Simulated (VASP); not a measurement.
# Al2Cu (I4/mmm) in VASP: notebook

Aim: see how the results for Al2Cu move with the level of theory and the settings. Levels: r2SCAN, LDA, PBEsol. Tasks: single point.

Everything below comes from runs of VASP 6.6.1. Logs are shortened: lines on timing, memory, paths and dates and some standing lists are left out, and cuts for length are marked.

## Step 1: The cell of the first run

It takes space group I4/mmm (No. 139, tetragonal). Conventional cell: a = 4.061 Å, b = 4.061 Å, c = 5.702 Å, α = 90.00°, β = 90.00°, γ = 90.00°. Cu (site symmetry 4/mmm) has 8 Al at 2.48 Å within 3.3 Å. Within 3.3 Å of Al (site symmetry -4m2) lie 4 Cu at 2.48 Å and 6 Al at 2.85 to 2.87 Å.

## Step 2: Single point, r2SCAN

POSCAR

```
Al2Cu
1.0
   -2.0303375000      2.0303375000      2.8510940000
    2.0303375000     -2.0303375000      2.8510940000
    2.0303375000      2.0303375000     -2.8510940000
Cu Al
1 2
Direct
    0.5000000000      0.5000000000      0.0000000000
    0.2500000000      0.7500000000      0.5000000000
    0.7500000000      0.2500000000      0.5000000000
```

INCAR.step1

```
ALGO = Normal ; EDIFF = 1E-4
ENCUT = 520 ; GGA = PE
ISMEAR = -1 ; LASPH = True
LCHARG = False ; LREAL = False
LWAVE = True ; NBANDS = 16
NELM = 80 ; PREC = Accurate
SIGMA = 0.05
```

INCAR.step2

```
ALGO = Normal ; EDIFF = 1E-6
ENCUT = 520 ; ISIF = 2
ISMEAR = -1 ; ISTART = 1
LASPH = True ; LCHARG = False
LMIXTAU = True ; LREAL = False
LWAVE = False ; METAGGA = R2SCAN
NBANDS = 16 ; NELM = 80
PREC = Accurate ; SIGMA = 0.05
```

KPOINTS

```
k-points
0
Gamma
  9 9 9
```

Potentials or basis: VASP PAW PBE potentials, release 64 (Cu, Al).

Command:

```sh
> cat potpaw_PBE.64/Cu/POTCAR potpaw_PBE.64/Al/POTCAR > POTCAR
> cp INCAR.step1 INCAR
> mpirun -np 1 vasp_std > vasp.out
> cp INCAR.step2 INCAR
> mpirun -np 1 vasp_std > vasp.out
```

OUTCAR:

```text
EDIFF = 1E-6
   ENCUT = 520
   ISIF = 2
   ISMEAR = -1
   ISTART = 1
   LASPH = True
   LREAL = False
   METAGGA = R2SCAN
   NELM = 80
   PREC = Accurate

 ion  position               nearest neighbor table
   1  0.500  0.500  0.000-   2 2.48   3 2.48   2 2.48   3 2.48   2 2.48   3 2.48   2 2.48   3 2.48

   2  0.250  0.750  0.500-   1 2.48   1 2.48   1 2.48   1 2.48   3 2.85   3 2.85   3 2.87   3 2.87
                             3 2.87   3 2.87
   3  0.750  0.250  0.500-   1 2.48   1 2.48   1 2.48   1 2.48   2 2.85   2 2.85   2 2.87   2 2.87
                             2 2.87   2 2.87

  LATTYP: Found a body centered tetragonal cell.
 ALAT       =     4.0606750000
 C/A-ratio  =     1.4042463384

  Lattice vectors:

 A1 = (  -2.0303375000,   2.0303375000,   2.8510940000)
 A2 = (   2.0303375000,  -2.0303375000,   2.8510940000)
 A3 = (   2.0303375000,   2.0303375000,  -2.8510940000)

Analysis of symmetry for initial positions (statically):
=====================================================================
 Subroutine PRICEL returns:
 Original cell was already a primitive cell.

 Routine SETGRP: Setting up the symmetry group for a
 body centered tetragonal supercell.

 Subroutine GETGRP returns: Found 16 space group operations
 (whereof 16 operations were pure point group operations)
 out of a pool of 16 trial point group operations.

The static configuration has the point symmetry D_4h.

Analysis of symmetry for dynamics (positions and initial velocities):
=====================================================================
 Subroutine PRICEL returns:
 Original cell was already a primitive cell.

 Routine SETGRP: Setting up the symmetry group for a
 body centered tetragonal supercell.

 Subroutine GETGRP returns: Found 16 space group operations
 (whereof 16 operations were pure point group operations)
 out of a pool of 16 trial point group operations.

The dynamic configuration has the point symmetry D_4h.

 Subroutine INISYM returns: Found 16 space group operations
 (whereof 16 operations are pure point group operations),
 and found     1 'primitive' translations

----------------------------------------------------------------------------------------

                                     Primitive cell

  volume of cell :      47.0119

  direct lattice vectors                    reciprocal lattice vectors
    -2.030337500  2.030337500  2.851094000     0.000000000  0.246264476  0.175371279
[... 89 lines left out ...]
   LREAL  =      F    real-space projection
   EDIFFG = 0.1E-04   stopping-criterion for IOM
   NSW    =      0    number of steps for IOM
   IBRION =     -1    ionic relax: 0-MD 1-quasi-New 2-CG
   NFREE  =      0    steps in history (QN), initial steepest desc. (CG)
   ISIF   =      2    stress and relaxation
   ISYM   =      2    0-nonsym 1-usesym 2-fastsym
   POTIM  = 0.5000    time-step for ionic-motion
   TEBEG  =    0.0;   TEEND  =   0.0 temperature during run
   PSTRESS=    0.0 pullay stress
   NELECT =      17.0000    total number of electrons
   NUPDOWN=      -1.0000    fix difference up-down
   EMIN   =  10.00;   EMAX   =-10.00  energy-range for DOS
   EFERMI =   0.00;   METHOD = LEGACY
   ISMEAR =    -1;   SIGMA  =   0.05  broadening in eV -4-tet -1-fermi 0-gaus
   EFERMI_NEDOS =   21; number of points for ismear=-14 and -15
   IALGO  =     38    algorithm
   IMIX   =      4    mixing-type and parameters
     AMIX     =   0.40;   BMIX     =  1.00
     AMIX_MAG =   1.60;   BMIX_MAG =  1.00
  volume/ion in A,a.u.               =      15.67       105.75
  Fermi-wavevector in a.u.,A,eV,Ry     =   1.166331  2.204046 18.508385  1.360328
  Thomas-Fermi vector in A             =   2.302845
   LORBIT       =      0    0 simple, 1 ext, 2 COOP (PROOUT), +10 PAW based schemes
   METAGGA = R2SCAN    functional components
   LHFCALC =     F    Hartree Fock is set to
   AEXX    =    0.0000 exact exchange contribution
   IVDW    =     0    specifies the selected vdW correction
   LEPSILON=     F    determine dielectric tensor
   LRPA    =     F    only Hartree local field effects (RPA)
 non-spin polarized calculation
  energy-cutoff  :      520.00
  volume of cell :       47.01
 maximum number of plane-waves:      1289
 NGX is ok and might be reduce to    30
   NGX = 15   NGY = 15   NGZ = 15

 number of electron      17.0000003 magnetization

 Free energy of the ion-electron system (eV)
  ---------------------------------------------------
  ext. energy  EPLUGINS =         0.00000000
  ---------------------------------------------------
  free energy    TOTEN  =       -24.90688743 eV

  energy without entropy =      -24.89413441  energy(sigma->0) =      -24.90051092

 E-fermi :   7.0541     XC(G=0): -11.2389

 val. band max:        7.0167037124   @ k =   0.3333   0.2222  -0.0000
 cond. band min:       7.0548123936   @ k =  -0.1111   0.1111   0.1111
 fundamental gap:      0.0381086812
 Fermi energy:         7.0540819082

 k-point     1 :       0.0000    0.0000    0.0000
  band No.  band energies     occupation
      1      -3.7383      2.00000
      2       2.3066      2.00000
      3       2.3118      2.00000
      4       2.3119      2.00000
      5       2.8733      2.00000
      6       2.8845      2.00000
[... 433 lines left out ...]
      3       1.6891      2.00000
      4       2.8381      2.00000
      5       2.9030      2.00000
      6       3.0075      2.00000
[... 8 lines left out ...]
     15      18.4695      0.00000
     16      19.7610      0.00000

 [... further k-points ...]

------------------------ aborting loop because EDIFF is reached ----------------------------------------

  FORCE on cell =-STRESS in cart. coord.  units (eV):
  Direction    XX          YY          ZZ          XY          YZ          ZX
  --------------------------------------------------------------------------------------
  -------------------------------------------------------------------------------------
  Total        0.0368891      0.0368891      0.0842498      0.0000000     -0.0000000      0.0000000
  in kB        1.2571893      1.2571893      2.8712520      0.0000000     -0.0000000      0.0000000
  external PRESSURE =       1.7952102 kB  Pullay stress =       0.0000000 kB

 VOLUME and BASIS-vectors are now :
 -----------------------------------------------------------------------------
  energy-cutoff  :      520.00
  volume of cell :       47.01
      direct lattice vectors                 reciprocal lattice vectors
    -2.030337500  2.030337500  2.851094000     0.000000000  0.246264476  0.175371279
     2.030337500 -2.030337500  2.851094000     0.246264476  0.000000000  0.175371279
     2.030337500  2.030337500 -2.851094000     0.246264476  0.246264476  0.000000000

 POSITION                                       TOTAL-FORCE (eV/Angst)
 -----------------------------------------------------------------------------------
      0.00000      0.00000      2.85109        -0.000000      0.000000      0.000000
      2.03034      0.00000      1.42555         0.000000     -0.000000      0.000000
      0.00000      2.03034      1.42555         0.000000      0.000000     -0.000000
 -----------------------------------------------------------------------------------
    total drift:                                0.000000     -0.000000      0.000000

  FREE ENERGIE OF THE ION-ELECTRON SYSTEM (eV)
  ---------------------------------------------------
  free  energy   TOTEN  =       -24.9068874291 eV

  energy  without entropy=      -24.8941344139  energy(sigma->0) =      -24.90051092
```

OUTCAR.step1:

```text
EDIFF = 1E-4
   ENCUT = 520
   GGA = PE
   ISMEAR = -1
   LASPH = True
   LREAL = False
[... 683 lines left out ...]
      0.00000      0.00000      2.85109        -0.000000      0.000000      0.000000
      2.03034      0.00000      1.42555         0.000000     -0.000000      0.000000
      0.00000      2.03034      1.42555        -0.000000     -0.000000     -0.000000
 -----------------------------------------------------------------------------------
    total drift:                                0.000000     -0.000000      0.000000

  FREE ENERGIE OF THE ION-ELECTRON SYSTEM (eV)
  ---------------------------------------------------
  free  energy   TOTEN  =       -11.7268283951 eV

  energy  without entropy=      -11.7138327038  energy(sigma->0) =      -11.72033055
```

OSZICAR.step1:

```text
N       E                     dE             d eps       ncg     rms          rms(c)
DAV:   1     0.615775225661E+02    0.61578E+02   -0.68504E+03  2416   0.113E+03
DAV:   2    -0.114911853169E+02   -0.73069E+02   -0.64302E+02  2560   0.199E+02
DAV:   3    -0.140530462681E+02   -0.25619E+01   -0.25073E+01  3272   0.419E+01
DAV:   4    -0.141101894501E+02   -0.57143E-01   -0.57113E-01  2968   0.538E+00
DAV:   5    -0.141127509843E+02   -0.25615E-02   -0.25615E-02  3672   0.124E+00    0.152E+01
DAV:   6    -0.164806624866E+02   -0.23679E+01   -0.44882E+01  2704   0.218E+02    0.125E+01
DAV:   7    -0.119069778350E+02    0.45737E+01   -0.11313E+01  3016   0.776E+01    0.247E+00
DAV:   8    -0.117569558687E+02    0.15002E+00   -0.11241E+00  3520   0.292E+01    0.167E+00
DAV:   9    -0.117279661101E+02    0.28990E-01   -0.12076E-01  3616   0.760E+00    0.314E-01
DAV:  10    -0.117295848642E+02   -0.16188E-02   -0.25276E-03  3896   0.106E+00    0.381E-01
DAV:  11    -0.117268050358E+02    0.27798E-02   -0.87338E-03  3104   0.319E+00    0.533E-02
DAV:  12    -0.117268283951E+02   -0.23359E-04   -0.48531E-04  2456   0.197E-01
   1 F= -.11726828E+02 E0= -.11720331E+02  d E =-.129957E-01
```

It took 2.2 min on 1 thread of Intel Xeon 6975P-C (Granite Rapids), shared host; peak memory 0.2 GiB.

What came out:

```yaml
Free_energy: -24.9069 eV
Pressure: 0.2 GPa
```

Stress tensor (GPa, compression positive):
```
0.13 0.00 0.00
0.00 0.13 0.00
0.00 0.00 0.29
```

Caveat: the PAW data sets were made with another functional, which shifts forces and pressure a little.

(Part 1 of 2 ends here.)
